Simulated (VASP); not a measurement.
# MnPt2 (P-3m1) in VASP: settings compared, part 2 of 3

VASP 6.6.1. Earlier steps stand in the parts before.

**3. Single point, PBE, collinear spin, ferromagnetic start**

Input file INCAR:

```
SYSTEM = MnPt2
ALGO = Normal
EDIFF = 1E-7
ENCUT = 520
GGA = PE
ISIF = 2
ISMEAR = -1
ISPIN = 2
LASPH = .TRUE.
LCHARG = .FALSE.
LMAXMIX = 4
LORBIT = 11
LREAL = .FALSE.
LWAVE = .FALSE.
MAGMOM = 0 0 8
NBANDS = 28
NELM = 150
NUPDOWN = 8.0
PREC = Accurate
SIGMA = 0.05
```

Input file KPOINTS:

```
k-points
0
G
  9 9 4
  0 0 0
```

Input file POSCAR:

```
MnPt2
1.0
    2.8584044518      0.0000000000      0.0000000000
   -1.4292022259      2.4754508696      0.0000000000
    0.0000000000      0.0000000000      6.5325040000
Pt Mn
2 1
Direct
    0.6666666667      0.3333333333      0.3162060000
    0.3333333333      0.6666666667      0.6837940000
    0.0000000000      0.0000000000      0.0000000000
```

Potentials or basis: VASP PAW PBE potentials, release 64 (Pt, Mn_pv).

Command:

```
cat potpaw_PBE.64/Pt/POTCAR potpaw_PBE.64/Mn_pv/POTCAR > POTCAR
mpirun -np 1 vasp_std > vasp.out
```

OUTCAR:

```text
SYSTEM = MnPt2
   EDIFF = 1E-7
   ENCUT = 520
   GGA = PE
   ISIF = 2
   ISMEAR = -1
   ISPIN = 2
   LASPH = .TRUE.
   LORBIT = 11
   LREAL = .FALSE.
   NELM = 150
   NUPDOWN = 8.0
   PREC = Accurate

 ion  position               nearest neighbor table
   1  0.667  0.333  0.316-   3 2.64   3 2.64   3 2.64   2 2.91   2 2.91   2 2.91
   2  0.333  0.667  0.684-   3 2.64   3 2.64   3 2.64   1 2.91   1 2.91   1 2.91
   3  0.000  0.000  0.000-   1 2.64   2 2.64   1 2.64   2 2.64   1 2.64   2 2.64

  LATTYP: Found a hexagonal cell.
 ALAT       =     2.8584044518
 C/A-ratio  =     2.2853672775

  Lattice vectors:

 A1 = (   2.8584044518,   0.0000000000,   0.0000000000)
 A2 = (  -1.4292022259,   2.4754508696,   0.0000000000)
 A3 = (   0.0000000000,   0.0000000000,   6.5325040000)

Analysis of symmetry for initial positions (statically):
=====================================================================
 Subroutine PRICEL returns:
 Original cell was already a primitive cell.

 Routine SETGRP: Setting up the symmetry group for a
 hexagonal supercell.

 Subroutine GETGRP returns: Found 12 space group operations
 (whereof 12 operations were pure point group operations)
 out of a pool of 24 trial point group operations.

The static configuration has the point symmetry D_3d.

Analysis of symmetry for dynamics (positions and initial velocities):
=====================================================================
 Subroutine PRICEL returns:
 Original cell was already a primitive cell.

 Routine SETGRP: Setting up the symmetry group for a
 hexagonal supercell.

 Subroutine GETGRP returns: Found 12 space group operations
 (whereof 12 operations were pure point group operations)
 out of a pool of 24 trial point group operations.

The dynamic configuration has the point symmetry D_3d.

Analysis of structural, dynamic, and magnetic symmetry:
=====================================================================
 Subroutine PRICEL returns:
 Original cell was already a primitive cell.

 Routine SETGRP: Setting up the symmetry group for a
 hexagonal supercell.

 Subroutine GETGRP returns: Found 12 space group operations
 (whereof 12 operations were pure point group operations)
 out of a pool of 24 trial point group operations.

The overall configuration has the point symmetry D_3d.

 Subroutine INISYM returns: Found 12 space group operations
 (whereof 12 operations are pure point group operations),
 and found     1 'primitive' translations

----------------------------------------------------------------------------------------

                                     Primitive cell

  volume of cell :      46.2230

  direct lattice vectors                    reciprocal lattice vectors
     2.858404452  0.000000000  0.000000000     0.349845523  0.201983407  0.000000000
    -1.429202226  2.475450870  0.000000000     0.000000000  0.403966814  0.000000000
     0.000000000  0.000000000  6.532504000     0.000000000  0.000000000  0.153080656

  length of vectors
     2.858404452  2.858404452  6.532504000     0.403966814  0.403966814  0.153080656

  position of ions in fractional coordinates (direct lattice)
     0.666666667  0.333333333  0.316206000
     0.333333333  0.666666667  0.683794000
     0.000000000  0.000000000  0.000000000

  ion indices of the primitive-cell ions
   primitive index   ion index
[... 71 lines left out ...]
   LSORBIT =      F    spin-orbit coupling
   LASPH  =      T    aspherical Exc in radial PAW
   ENCUT  =  520.0 eV  38.22 Ry    6.18 a.u.   5.31  5.31 12.15*2*pi/ulx,y,z
   NELM   =    150;   NELMIN=  2; NELMDL= -5     # of ELM steps
   EDIFF  = 0.1E-06   stopping-criterion for ELM
   LREAL  =      F    real-space projection
   EDIFFG = 0.1E-05   stopping-criterion for IOM
   NSW    =      0    number of steps for IOM
   IBRION =     -1    ionic relax: 0-MD 1-quasi-New 2-CG
   NFREE  =      0    steps in history (QN), initial steepest desc. (CG)
   ISIF   =      2    stress and relaxation
   ISYM   =      2    0-nonsym 1-usesym 2-fastsym
   POTIM  = 0.5000    time-step for ionic-motion
   TEBEG  =    0.0;   TEEND  =   0.0 temperature during run
   PSTRESS=    0.0 pullay stress
   NELECT =      33.0000    total number of electrons
   NUPDOWN=       8.0000    fix difference up-down
   EMIN   =  10.00;   EMAX   =-10.00  energy-range for DOS
   EFERMI =   0.00;   METHOD = LEGACY
   ISMEAR =    -1;   SIGMA  =   0.05  broadening in eV -4-tet -1-fermi 0-gaus
   EFERMI_NEDOS =   21; number of points for ismear=-14 and -15
   IALGO  =     38    algorithm
   IMIX   =      4    mixing-type and parameters
     AMIX     =   0.40;   BMIX     =  1.00
     AMIX_MAG =   1.60;   BMIX_MAG =  1.00
  volume/ion in A,a.u.               =      15.41       103.98
  Fermi-wavevector in a.u.,A,eV,Ry     =   1.463166  2.764983 29.128095  2.140855
  Thomas-Fermi vector in A             =   2.579293
   LORBIT       =     11    0 simple, 1 ext, 2 COOP (PROOUT), +10 PAW based schemes
   GGA     = PE    functional components
   LHFCALC =     F    Hartree Fock is set to
   AEXX    =    0.0000 exact exchange contribution
   IVDW    =     0    specifies the selected vdW correction
   LEPSILON=     F    determine dielectric tensor
   LRPA    =     F    only Hartree local field effects (RPA)
 spin polarized calculation
  energy-cutoff  :      520.00
  volume of cell :       46.22
 maximum number of plane-waves:      1260
 NGX is ok and might be reduce to    24
   NGX = 11   NGY = 11   NGZ = 25

 number of electron      32.9999989 magnetization       7.9999995

 Free energy of the ion-electron system (eV)
  ---------------------------------------------------
  ext. energy  EPLUGINS =         0.00000000
  ---------------------------------------------------
  free energy    TOTEN  =       -17.66246161 eV

  energy without entropy =      -17.63835224  energy(sigma->0) =      -17.65040693

 E-fermi :   8.1803     XC(G=0): -12.8406

 val. band max:       12.9468876591   @ k =   0.4444   0.0000   0.2500
 cond. band min:       8.2312611142   @ k =   0.4444   0.1111   0.0000
 fundamental gap:     -4.7156265449
 Fermi energy:        12.9698192924

 spin component 1

 k-point     1 :       0.0000    0.0000    0.0000
  band No.  band energies     occupation
      1     -39.9981      1.00000
      2     -39.9981      1.00000
      3     -39.9768      1.00000
      4      -0.0728      1.00000
      5       2.1204      1.00000
      6       3.4548      1.00000
[... 733 lines left out ...]
     27      24.2811      0.00000
     28      24.7053      0.00000

 [... further k-points ...]

 spin component 2

 k-point     1 :       0.0000    0.0000    0.0000
  band No.  band energies     occupation
      1     -35.4700      1.00000
      2     -35.4395      1.00000
      3     -35.4395      1.00000
      4       0.7786      1.00000
      5       2.8896      1.00000
      6       4.8983      1.00000
[... 733 lines left out ...]
     27      25.4187      0.00000
     28      25.7904      0.00000

 [... further k-points ...]

------------------------ aborting loop because EDIFF is reached ----------------------------------------

  FORCE on cell =-STRESS in cart. coord.  units (eV):
  Direction    XX          YY          ZZ          XY          YZ          ZX
  --------------------------------------------------------------------------------------
  -------------------------------------------------------------------------------------
  Total        5.3345284      5.3345284      8.8272618      0.0000000      0.0000000      0.0000000
  in kB      184.9051210    184.9051210    305.9700463      0.0000000      0.0000000      0.0000000
  external PRESSURE =     225.2600961 kB  Pullay stress =       0.0000000 kB

 VOLUME and BASIS-vectors are now :
 -----------------------------------------------------------------------------
  energy-cutoff  :      520.00
  volume of cell :       46.22
      direct lattice vectors                 reciprocal lattice vectors
     2.858404452  0.000000000  0.000000000     0.349845523  0.201983407  0.000000000
    -1.429202226  2.475450870  0.000000000     0.000000000  0.403966814  0.000000000
     0.000000000  0.000000000  6.532504000     0.000000000  0.000000000  0.153080656

 POSITION                                       TOTAL-FORCE (eV/Angst)
 -----------------------------------------------------------------------------------
      1.42920      0.82515      2.06562         0.000000      0.000000      1.442700
     -0.00000      1.65030      4.46689        -0.000000      0.000000     -1.442700
      0.00000      0.00000      0.00000        -0.000000      0.000000     -0.000000
 -----------------------------------------------------------------------------------
    total drift:                                0.000000     -0.000000     -0.000000

  FREE ENERGIE OF THE ION-ELECTRON SYSTEM (eV)
  ---------------------------------------------------
  free  energy   TOTEN  =       -17.6624616135 eV

  energy  without entropy=      -17.6383522409  energy(sigma->0) =      -17.65040693

 total charge

# of ion       s       p       d       tot
------------------------------------------
    1        0.703   0.610   7.872   9.185
    2        0.703   0.610   7.872   9.185
    3        0.332   6.322   4.915  11.570
--------------------------------------------------
tot          1.738   7.542  20.659  29.940

 magnetization (x)

# of ion       s       p       d       tot
------------------------------------------
    1        0.074   0.189   1.250   1.512
    2        0.074   0.189   1.250   1.512
    3        0.061   0.136   4.177   4.373
--------------------------------------------------
tot          0.208   0.513   6.676   7.397
```

OSZICAR:

```text
N       E                     dE             d eps       ncg     rms          rms(c)
DAV:   1     0.292224470547E+03    0.29222E+03   -0.17181E+04  4856   0.127E+03
DAV:   2    -0.338026353816E+01   -0.29560E+03   -0.28118E+03  4888   0.349E+02
DAV:   3    -0.157592678989E+02   -0.12379E+02   -0.12200E+02  5332   0.779E+01
DAV:   4    -0.158988110462E+02   -0.13954E+00   -0.13946E+00  5492   0.806E+00
DAV:   5    -0.159013541082E+02   -0.25431E-02   -0.25430E-02  5272   0.112E+00    0.328E+01
DAV:   6    -0.153585593978E+02    0.54279E+00   -0.68655E+00  5184   0.240E+01    0.144E+01
DAV:   7    -0.177524837817E+02   -0.23939E+01   -0.34880E+00  5040   0.183E+01    0.952E+00
DAV:   8    -0.176829028870E+02    0.69581E-01   -0.13927E+00  5656   0.162E+01    0.642E+00
DAV:   9    -0.176797736281E+02    0.31293E-02   -0.17001E-01  5436   0.294E+00    0.231E+00
DAV:  10    -0.176608259592E+02    0.18948E-01   -0.47547E-02  5828   0.236E+00    0.854E-01
DAV:  11    -0.176622808602E+02   -0.14549E-02   -0.19964E-02  5256   0.974E-01    0.120E-01
DAV:  12    -0.176624485590E+02   -0.16770E-03   -0.11737E-03  5300   0.261E-01    0.454E-02
DAV:  13    -0.176624596893E+02   -0.11130E-04   -0.47103E-05  5700   0.681E-02    0.293E-02
DAV:  14    -0.176624612491E+02   -0.15598E-05   -0.12457E-05  5664   0.389E-02    0.159E-02
DAV:  15    -0.176624616135E+02   -0.36438E-06   -0.26562E-06  5244   0.177E-02    0.560E-03
DAV:  16    -0.176624616135E+02    0.23647E-10   -0.40794E-07  4900   0.730E-03
   1 F= -.17662462E+02 E0= -.17650407E+02  d E =-.241094E-01  mag=     8.0000
```

stdout:

```text
POSCAR found type information on POSCAR PtMn
 POSCAR found :  2 types and       3 ions
 scaLAPACK will be used
 LDA part: xc-table for (Slater+PW92), standard interpolation
 POSCAR, INCAR and KPOINTS ok, starting setup
 FFT: planning ... GRIDC
 FFT: planning ... GRID_SOFT
 FFT: planning ... GRID
 WAVECAR not read
 entering main loop
```

Wall time 48 s (1 thread of Intel Xeon 6975P-C (Granite Rapids), shared host); peak memory 0.24 GiB.

Results:

```
Free energy                                           : -17.6625 eV
Pressure                                              : 22.5 GPa
Largest force                                         : 1.443 eV/Å
Net moment                                            : 8.00 μB per cell
Site moments                                          : Pt +1.51; Mn +4.37 μB
Valence electrons inside the program's atomic spheres : Pt 9.19; Mn 11.57
```

Forces in eV/Å, atoms in the order of the input:
```
Pt   0.000  0.000  1.443
Pt   0.000  0.000 -1.443
Mn   0.000  0.000  0.000
```

Stress tensor (GPa, compression positive):
```
18.49  0.00  0.00
 0.00 18.49  0.00
 0.00  0.00 30.60
```

Caveat: the stress differs along the axes, from 18 to 31 GPa; spin-orbit coupling is left out, which moves the levels of the heavy elements; the total moment is fixed, so each spin has its own Fermi level and the state may be an excited one; forces of over 1 eV/Å act on the atoms, so gaps and moduli don't describe the material at rest.

(Part 2 of 3 ends here.)
